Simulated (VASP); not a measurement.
# TaN (Fm-3m) in VASP: settings compared

Aim: see how the results for TaN move with the level of theory and the settings. Levels: LDA, r2SCAN, PBEsol. Tasks: single point.

Program: VASP 6.6.1. These are calculated values, not measurements. Logs are shortened: lines on timing, memory, paths and dates and some standing lists are left out, and cuts for length are marked.

### 1 The cell of the first run

Symmetry: Fm-3m, No. 225, cubic system. The conventional cell has a = 4.363 Å, b = 4.363 Å, c = 4.363 Å, α = 90.00°, β = 90.00°, γ = 90.00°. Ta (site symmetry m-3m) has 6 N at 2.18 Å within 2.9 Å. Within 2.9 Å of N (site symmetry m-3m) lie 6 Ta at 2.18 Å.

### 2 Single point, LDA

Input file INCAR:

```
SYSTEM = TaN
ALGO     = Normal         ! electronic algorithm
EDIFF    = 1E-6           ! SCF threshold, eV
ENCUT    = 700            ! plane-wave cutoff, eV
GGA      = CA             ! functional
GGA_COMPAT= .FALSE.      
ISIF     = 2              ! what is computed and relaxed
ISMEAR   = -1             ! smearing method
LASPH    = .TRUE.         ! aspherical terms in the spheres
LCHARG   = .FALSE.        ! write CHGCAR
LREAL    = .FALSE.        ! projectors in reciprocal space
LWAVE    = .FALSE.        ! write WAVECAR
NBANDS   = 16             ! bands
NELM     = 120            ! most SCF steps
PREC     = Accurate       ! precision mode
SIGMA    = 0.05           ! smearing width, eV
```

Input file KPOINTS:

```
k-points
0
G
  10 10 10
  0 0 0
```

Input file POSCAR:

```
TaN
1.0
    0.0000000000      2.1814365931      2.1814365931
    2.1814365931      0.0000000000      2.1814365931
    2.1814365931      2.1814365931      0.0000000000
Ta N
1 1
Direct
    0.5000000000      0.5000000000      0.5000000000
    0.0000000000      0.0000000000      0.0000000000
```

Potentials or basis: VASP PAW LDA potentials, release 64 (Ta_sv_GW, N).

Launch:

```bash
$ cat potpaw_LDA.64/Ta_sv_GW/POTCAR potpaw_LDA.64/N/POTCAR > POTCAR
$ mpirun -np 1 vasp_std > vasp.out
```

OUTCAR:

```text
SYSTEM = TaN
   EDIFF = 1E-6
   ENCUT = 700
   GGA = CA
   ISIF = 2
   ISMEAR = -1
   LASPH = .TRUE.
   LREAL = .FALSE.
   NELM = 120
   PREC = Accurate

 ion  position               nearest neighbor table
   1  0.500  0.500  0.500-   2 2.18   2 2.18   2 2.18   2 2.18   2 2.18   2 2.18
   2  0.000  0.000  0.000-   1 2.18   1 2.18   1 2.18   1 2.18   1 2.18   1 2.18

  LATTYP: Found a face centered cubic cell.
 ALAT       =     4.3628731862

  Lattice vectors:

 A1 = (   0.0000000000,   2.1814365931,   2.1814365931)
 A2 = (   2.1814365931,   0.0000000000,   2.1814365931)
 A3 = (   2.1814365931,   2.1814365931,   0.0000000000)

Analysis of symmetry for initial positions (statically):
=====================================================================
 Subroutine PRICEL returns:
 Original cell was already a primitive cell.

 Routine SETGRP: Setting up the symmetry group for a
 face centered cubic supercell.

 Subroutine GETGRP returns: Found 48 space group operations
 (whereof 48 operations were pure point group operations)
 out of a pool of 48 trial point group operations.

The static configuration has the point symmetry O_h .

Analysis of symmetry for dynamics (positions and initial velocities):
=====================================================================
 Subroutine PRICEL returns:
 Original cell was already a primitive cell.

 Routine SETGRP: Setting up the symmetry group for a
 face centered cubic supercell.

 Subroutine GETGRP returns: Found 48 space group operations
 (whereof 48 operations were pure point group operations)
 out of a pool of 48 trial point group operations.

The dynamic configuration has the point symmetry O_h .

 Subroutine INISYM returns: Found 48 space group operations
 (whereof 48 operations are pure point group operations),
 and found     1 'primitive' translations

----------------------------------------------------------------------------------------

                                     Primitive cell

  volume of cell :      20.7615

  direct lattice vectors                    reciprocal lattice vectors
     0.000000000  2.181436593  2.181436593    -0.229206754  0.229206754  0.229206754
     2.181436593  0.000000000  2.181436593     0.229206754 -0.229206754  0.229206754
     2.181436593  2.181436593  0.000000000     0.229206754  0.229206754 -0.229206754

  length of vectors
     3.085017215  3.085017215  3.085017215     0.396997743  0.396997743  0.396997743

  position of ions in fractional coordinates (direct lattice)
     0.500000000  0.500000000  0.500000000
     0.000000000  0.000000000  0.000000000

  ion indices of the primitive-cell ions
   primitive index   ion index
                 1           1
                 2           2

----------------------------------------------------------------------------------------

 KPOINTS: k-points

Automatic generation of k-mesh.
 Grid dimensions read from file:
 generate k-points for:   10   10   10

 Generating k-lattice:

  Cartesian coordinates                     Fractional coordinates (reciprocal lattice)
    -0.022920675  0.022920675  0.022920675     0.100000000  0.000000000  0.000000000
     0.022920675 -0.022920675  0.022920675     0.000000000  0.100000000  0.000000000
     0.022920675  0.022920675 -0.022920675     0.000000000  0.000000000  0.100000000

  Length of vectors
     0.039699774  0.039699774  0.039699774

  Shift w.r.t. Gamma in fractional coordinates (k-lattice)
     0.000000000  0.000000000  0.000000000

 Subroutine IBZKPT returns following result:
 ===========================================

 Found     47 irreducible k-points:

 Following reciprocal coordinates:
            Coordinates               Weight
  0.000000  0.000000  0.000000      1.000000
  0.100000  0.000000  0.000000      8.000000
  0.200000  0.000000  0.000000      8.000000
  0.300000  0.000000  0.000000      8.000000
  0.400000  0.000000  0.000000      8.000000
  0.500000  0.000000  0.000000      4.000000
[... 16 lines left out ...]
  0.300000  0.300000  0.000000      6.000000
  0.400000  0.300000  0.000000     24.000000
 [... further k-points ...]
   k-points           NKPTS =     47   k-points in BZ     NKDIM =     47   number of bands    NBANDS=     16
   number of dos      NEDOS =    301   number of ions     NIONS =      2
   total plane-waves  NPLWV =  21952
   dimension x,y,z NGX =    28 NGY =   28 NGZ =   28
   dimension x,y,z NGXF=    56 NGYF=   56 NGZF=   56
   ions per type =               1   1
   NGX,Y,Z   is equivalent  to a cutoff of  15.09, 15.09, 15.09 a.u.
   NGXF,Y,Z  is equivalent  to a cutoff of  30.18, 30.18, 30.18 a.u.
 SYSTEM =  TaN
   PREC   = accura    normal or accurate (medium, high low for compatibility)
   ISTART =      0    job   : 0-new  1-cont  2-samecut
   ICHARG =      2    charge: 1-file 2-atom 10-const
   ISPIN  =      1    spin polarized calculation?
   LNONCOLLINEAR =      F non collinear calculations
   LSORBIT =      F    spin-orbit coupling
   LASPH  =      T    aspherical Exc in radial PAW
   ENCUT  =  700.0 eV  51.45 Ry    7.17 a.u.   6.66  6.66  6.66*2*pi/ulx,y,z
   NELM   =    120;   NELMIN=  2; NELMDL= -5     # of ELM steps
   EDIFF  = 0.1E-05   stopping-criterion for ELM
   LREAL  =      F    real-space projection
[... 7 lines left out ...]
   TEBEG  =    0.0;   TEEND  =   0.0 temperature during run
   PSTRESS=    0.0 pullay stress
   NELECT =      18.0000    total number of electrons
   NUPDOWN=      -1.0000    fix difference up-down
   EMIN   =  10.00;   EMAX   =-10.00  energy-range for DOS
   EFERMI =   0.00;   METHOD = LEGACY
   ISMEAR =    -1;   SIGMA  =   0.05  broadening in eV -4-tet -1-fermi 0-gaus
   EFERMI_NEDOS =   21; number of points for ismear=-14 and -15
   IALGO  =     38    algorithm
   IMIX   =      4    mixing-type and parameters
     AMIX     =   0.40;   BMIX     =  1.00
     AMIX_MAG =   1.60;   BMIX_MAG =  1.00
  volume/ion in A,a.u.               =      10.38        70.05
  Fermi-wavevector in a.u.,A,eV,Ry     =   1.561037  2.949931 33.155155  2.436835
  Thomas-Fermi vector in A             =   2.664161
   LORBIT       =      0    0 simple, 1 ext, 2 COOP (PROOUT), +10 PAW based schemes
   GGA     = CA    functional components
   LHFCALC =     F    Hartree Fock is set to
   AEXX    =    0.0000 exact exchange contribution
   IVDW    =     0    specifies the selected vdW correction
   LEPSILON=     F    determine dielectric tensor
   LRPA    =     F    only Hartree local field effects (RPA)
 non-spin polarized calculation
  energy-cutoff  :      700.00
  volume of cell :       20.76
 maximum number of plane-waves:       893
   NGX = 13   NGY = 13   NGZ = 13

 number of electron      18.0000000 magnetization

 Free energy of the ion-electron system (eV)
  ---------------------------------------------------
  ext. energy  EPLUGINS =         0.00000000
  ---------------------------------------------------
  free energy    TOTEN  =       -26.68543288 eV

  energy without entropy =      -26.67941335  energy(sigma->0) =      -26.68242311

 E-fermi :  13.8805     XC(G=0): -14.2019

 val. band max:       13.8657236456   @ k =   0.0000   0.0000   0.0000
 cond. band min:      13.9212674277   @ k =  -0.3000   0.3000   0.1000
 fundamental gap:      0.0555437820
 Fermi energy:        13.8805171057

 k-point     1 :       0.0000    0.0000    0.0000
  band No.  band energies     occupation
      1     -55.2380      2.00000
      2     -21.6502      2.00000
      3     -21.6502      2.00000
      4     -21.6502      2.00000
      5      -4.9157      2.00000
      6      10.0366      2.00000
[... 8 lines left out ...]
     15      23.1182      0.00000
     16      38.5731      0.00000

 k-point     2 :       0.1000    0.0000    0.0000
  band No.  band energies     occupation
      1     -55.2318      2.00000
      2     -21.7484      2.00000
      3     -21.6589      2.00000
      4     -21.6589      2.00000
      5      -4.6608      2.00000
      6       8.9148      2.00000
[... 8 lines left out ...]
     15      23.8634      0.00000
     16      35.5597      0.00000

 k-point     3 :       0.2000    0.0000    0.0000
  band No.  band energies     occupation
      1     -55.2155      2.00000
      2     -21.9973      2.00000
      3     -21.6819      2.00000
      4     -21.6819      2.00000
      5      -3.9658      2.00000
      6       7.0653      2.00000
[... 8 lines left out ...]
     15      25.6226      0.00000
     16      32.2230      0.00000

 k-point     4 :       0.3000    0.0000    0.0000
  band No.  band energies     occupation
      1     -55.1953      2.00000
      2     -22.2904      2.00000
      3     -21.7099      2.00000
      4     -21.7099      2.00000
      5      -3.0146      2.00000
      6       5.2943      2.00000
[... 8 lines left out ...]
     15      26.3258      0.00000
     16      30.1031      0.00000

 k-point     5 :       0.4000    0.0000    0.0000
  band No.  band energies     occupation
      1     -55.1789      2.00000
      2     -22.5171      2.00000
      3     -21.7324      2.00000
      4     -21.7324      2.00000
      5      -2.0918      2.00000
      6       3.9142      2.00000
[... 8 lines left out ...]
     15      25.8145      0.00000
     16      27.3021      0.00000

 k-point     6 :       0.5000    0.0000    0.0000
  band No.  band energies     occupation
      1     -55.1727      2.00000
      2     -22.6014      2.00000
      3     -21.7409      2.00000
      4     -21.7409      2.00000
      5      -1.6631      2.00000
      6       3.3411      2.00000
[... 8 lines left out ...]
     15      25.8367      0.00000
     16      26.0471      0.00000

 k-point     7 :       0.1000    0.1000    0.0000
  band No.  band energies     occupation
      1     -55.2297      2.00000
      2     -21.7426      2.00000
      3     -21.6808      2.00000
      4     -21.6808      2.00000
      5      -4.5892      2.00000
      6       8.1848      2.00000
[... 8 lines left out ...]
     15      24.1045      0.00000
     16      35.4899      0.00000

 k-point     8 :       0.2000    0.1000    0.0000
  band No.  band energies     occupation
      1     -55.2168      2.00000
      2     -21.9265      2.00000
      3     -21.7142      2.00000
      4     -21.6965      2.00000
      5      -4.0825      2.00000
      6       6.8840      2.00000
[... 8 lines left out ...]
     15      25.5602      0.00000
     16      32.2768      0.00000

 k-point     9 :       0.3000    0.1000    0.0000
  band No.  band energies     occupation
      1     -55.1979      2.00000
      2     -22.1952      2.00000
      3     -21.7462      2.00000
      4     -21.7241      2.00000
      5      -3.2886      2.00000
      6       5.5946      2.00000
[... 8 lines left out ...]
     15      26.6738      0.00000
     16      29.8943      0.00000
[... 172 lines left out ...]
 k-point    19 :       0.5000    0.2000    0.0000
  band No.  band energies     occupation
      1     -55.1653      2.00000
      2     -22.4570      2.00000
      3     -21.9270      2.00000
      4     -21.8200      2.00000
      5      -2.4433      2.00000
      6       4.6924      2.00000
[... 8 lines left out ...]
     15      24.0704      0.00000
     16      27.5872      0.00000

 k-point    20 :      -0.4000    0.2000    0.0000
  band No.  band energies     occupation
      1     -55.1639      2.00000
      2     -22.4642      2.00000
      3     -21.9762      2.00000
      4     -21.7884      2.00000
      5      -2.2395      2.00000
      6       4.3716      2.00000
[... 8 lines left out ...]
     15      24.5406      0.00000
     16      26.7493      0.00000

 k-point    21 :      -0.3000    0.2000    0.0000
  band No.  band energies     occupation
      1     -55.1728      2.00000
      2     -22.3728      2.00000
      3     -21.9726      2.00000
      4     -21.7424      2.00000
      5      -2.4212      2.00000
      6       4.5065      2.00000
[... 8 lines left out ...]
     15      25.3336      0.00000
     16      26.9201      0.00000

 k-point    22 :      -0.2000    0.2000    0.0000
  band No.  band energies     occupation
      1     -55.1883      2.00000
      2     -22.2371      2.00000
      3     -21.8936      2.00000
      4     -21.6995      2.00000
      5      -2.9352      2.00000
      6       5.1609      2.00000
[... 8 lines left out ...]
     15      26.6804      0.00000
     16      27.3496      0.00000

 k-point    23 :       0.3000    0.3000    0.0000
  band No.  band energies     occupation
      1     -55.1812      2.00000
      2     -22.2151      2.00000
      3     -21.8581      2.00000
      4     -21.8581      2.00000
      5      -3.4275      2.00000
      6       5.6135      2.00000
[... 8 lines left out ...]
     15      27.2065      0.00000
     16      29.8159      0.00000

 k-point    24 :       0.4000    0.3000    0.0000
  band No.  band energies     occupation
      1     -55.1683      2.00000
      2     -22.3281      2.00000
      3     -21.9200      2.00000
      4     -21.8910      2.00000
      5      -3.2983      2.00000
      6       5.8702      2.00000
[... 8 lines left out ...]
     15      24.8055      0.00000
     16      29.3276      0.00000

 [... further k-points ...]

------------------------ aborting loop because EDIFF is reached ----------------------------------------

  FORCE on cell =-STRESS in cart. coord.  units (eV):
  Direction    XX          YY          ZZ          XY          YZ          ZX
  --------------------------------------------------------------------------------------
  -------------------------------------------------------------------------------------
  Total       -0.3565654     -0.3565654     -0.3565654      0.0000000     -0.0000000     -0.0000000
  in kB      -27.5164216    -27.5164216    -27.5164216      0.0000000     -0.0000000     -0.0000000
  external PRESSURE =     -27.5164216 kB  Pullay stress =       0.0000000 kB

 VOLUME and BASIS-vectors are now :
 -----------------------------------------------------------------------------
  energy-cutoff  :      700.00
  volume of cell :       20.76
      direct lattice vectors                 reciprocal lattice vectors
     0.000000000  2.181436593  2.181436593    -0.229206754  0.229206754  0.229206754
     2.181436593  0.000000000  2.181436593     0.229206754 -0.229206754  0.229206754
     2.181436593  2.181436593  0.000000000     0.229206754  0.229206754 -0.229206754

 POSITION                                       TOTAL-FORCE (eV/Angst)
 -----------------------------------------------------------------------------------
      2.18144      2.18144      2.18144         0.000000     -0.000000      0.000000
      0.00000      0.00000      0.00000        -0.000000      0.000000     -0.000000
 -----------------------------------------------------------------------------------
    total drift:                                0.000000      0.000000      0.000000

  FREE ENERGIE OF THE ION-ELECTRON SYSTEM (eV)
  ---------------------------------------------------
  free  energy   TOTEN  =       -26.6854328771 eV

  energy  without entropy=      -26.6794133458  energy(sigma->0) =      -26.68242311
```

It took 12 s on 1 thread of Intel Xeon 6975P-C (Granite Rapids), shared host; peak memory 0.16 GiB.

What came out:

* Free energy: -26.6854 eV
* Pressure: -2.8 GPa
* Band gap on the k mesh: zero (bands 9 and 10 overlap by 4.15 eV)

Caveat: spin-orbit coupling is left out, which moves the levels of the heavy elements.

### 3 Single point, r2SCAN

This run uses another cell than the first one, of 10.47 Å³/atom.

Input file POSCAR:

```
TaN
1.0
    0.0000000000      2.1878342998      2.1878342998
    2.1878342998      0.0000000000      2.1878342998
    2.1878342998      2.1878342998      0.0000000000
Ta N
1 1
Direct
    0.5000000000      0.5000000000      0.5000000000
    0.0000000000      0.0000000000      0.0000000000
```

Input file INCAR.step1:

```
SYSTEM = TaN
PREC = Accurate
ENCUT = 770
ISMEAR = -1
SIGMA = 0.05
LREAL = .False.
LASPH = .True.
NELM = 120
NBANDS = 16
GGA = PE
ALGO = Normal
EDIFF = 1E-5
LWAVE = .True.
LCHARG = .False.
GGA_COMPAT = .False.
```

Input file INCAR.step2:

```
SYSTEM = TaN
PREC = Accurate
ENCUT = 770
EDIFF = 1E-6
ISMEAR = -1
SIGMA = 0.05
LREAL = .False.
LASPH = .True.
NELM = 120
ALGO = Normal
ISIF = 2
LWAVE = .False.
LCHARG = .False.
METAGGA = R2SCAN
LMIXTAU = .True.
NBANDS = 16
ISTART = 1
GGA_COMPAT = .False.
```

Input file KPOINTS:

```
Automatic mesh
0
Gamma
  10 10 10
  0 0 0
```

Potentials or basis: VASP PAW PBE potentials, release 64 (Ta_sv_GW, N).

Launch:

```bash
$ cat potpaw_PBE.64/Ta_sv_GW/POTCAR potpaw_PBE.64/N/POTCAR > POTCAR
$ cp INCAR.step1 INCAR
$ mpirun -np 1 vasp_std > vasp.out
$ cp INCAR.step2 INCAR
$ mpirun -np 1 vasp_std > vasp.out
```

It took 80 s on 1 thread of Intel Xeon Platinum 8259CL at 2.50GHz (Skylake/Cascade Lake), shared host; peak memory 0.19 GiB.

Results (log left out):

- Free energy: -62.2154 eV
- Pressure: 5.0 GPa
- Band gap on the k mesh: zero (bands 9 and 10 overlap by 4.18 eV)

Levels at points of the mesh, in eV from the Fermi level:
```tsv
k point	band 6	band 7	band 8	band 9	band 10	band 11	band 12	band 13
(0.00, 0.00, 0.00)	-4.21	-4.21	-4.21	-2.22	-2.22	-2.22	0.14	0.14
(0.50, 0.00, 0.00)	-10.97	-8.11	-8.11	1.95	1.95	2.09	4.05	7.98
(0.50, 0.50, 0.00)	-7.14	-5.74	-5.05	-5.05	2.27	3.62	3.62	4.87
```

Caveat: the cell stands under pressure; the PAW data sets were made with another functional, which shifts forces and pressure a little; spin-orbit coupling is left out, which moves the levels of the heavy elements.

(Part 1 of 2 ends here.)

The gap in the log of VASP goes by the Fermi energy; the results here count the filled bands.